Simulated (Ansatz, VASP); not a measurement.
**Tl3W in VASP and in Ansatz**

```xyz
4
Lattice="4.5455 0.0000 0.0000 0.0000 4.5455 0.0000 0.0000 0.0000 4.5455" Properties=species:S:1:pos:R:3 pbc="T T T"
Tl    0.0000    2.2727    2.2727
Tl    2.2727    0.0000    2.2727
Tl    2.2727    2.2727    0.0000
W     0.0000    0.0000    0.0000
```

Alike in both runs: functional PBE; k mesh 10 × 10 × 10; occupations gaussian, width 0.1 eV; no spin polarisation.

Ansatz relaxed the structure, and its values are those at the end. VASP's run is a single point on that final structure, the one shown.

|  | VASP | Ansatz |
| --- | --- | --- |
| version | VASP 6.6.1 | Ansatz 0.2.0 |
| potentials or method | VASP PAW PBE potentials, release 64 (Tl_d, W_sv), cutoff 520 eV | scalar-relativistic, plane waves, PAW |
| valence electrons in the cell | 53 | 53 |

```tsv
	VASP	Ansatz	Ansatz less VASP
gap on the k mesh at the Fermi level (eV)	none	none	-
pressure (GPa)	0.0	0.0	+0.02
```

A gap of «none» marks a metal or a gap that the smearing closes.

Neither program's run includes spin-orbit coupling.
